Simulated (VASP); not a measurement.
Crystal: Pb.

```
CELL_PARAMETERS angstrom
6.23724 0.00000 0.00000
0.00000 6.23724 0.00000
0.00000 0.00000 6.23724
ATOMIC_POSITIONS crystal
Pb 0.00000 0.00000 0.00000
Pb 0.50000 0.50000 0.50000
Pb 0.25000 0.00000 0.50000
Pb 0.75000 0.00000 0.50000
Pb 0.50000 0.25000 0.00000
Pb 0.50000 0.75000 0.00000
Pb 0.00000 0.50000 0.25000
Pb 0.00000 0.50000 0.75000
```

- Program: VASP 6.6.1
- Task: relaxation of cell and atoms
- Functional: revPBE
- Potentials or basis: VASP PAW PBE potentials, release 64 (Pb_d)
- Cutoff: 600 eV
- k mesh: 4 × 4 × 4
- Occupations: fermi-dirac, width 0.1 eV
- Spin: no spin polarisation

At the start: pressure 4.9 GPa; volume 30.33 Å³/atom.

Task: How do energy, volume and symmetry change on relaxing?

Result: Over 3 steps the energy falls by 48.4 meV/atom and the volume is 33.82 Å³/atom (+11.5 %); space group Pm-3n (No. 223, to 0.1 Å) before and after.

Step by step:
| step | energy change (eV) | largest force (eV/Å) | pressure (GPa) | volume (Å³) |
| --- | --- | --- | --- | --- |
| 1 | 0.0000 | 0.0000 | 4.90 | 242.65 |
| 2 | -0.3735 | 0.0000 | -0.73 | 276.74 |
| 3 | -0.3875 | 0.0000 | 0.01 | 270.54 |

Final structure:
```
Pb
1.0
     6.46761    0.00000    0.00000
     0.00000    6.46761    0.00000
     0.00000    0.00000    6.46761
Pb
8
Direct
  0.00000 0.00000 0.00000
  0.50000 0.50000 0.50000
  0.25000 0.00000 0.50000
  0.75000 0.00000 0.50000
  0.50000 0.25000 0.00000
  0.50000 0.75000 0.00000
  0.00000 0.50000 0.25000
  0.00000 0.50000 0.75000
```

Caveat: the PAW data sets were made with another functional, which shifts forces and pressure a little.
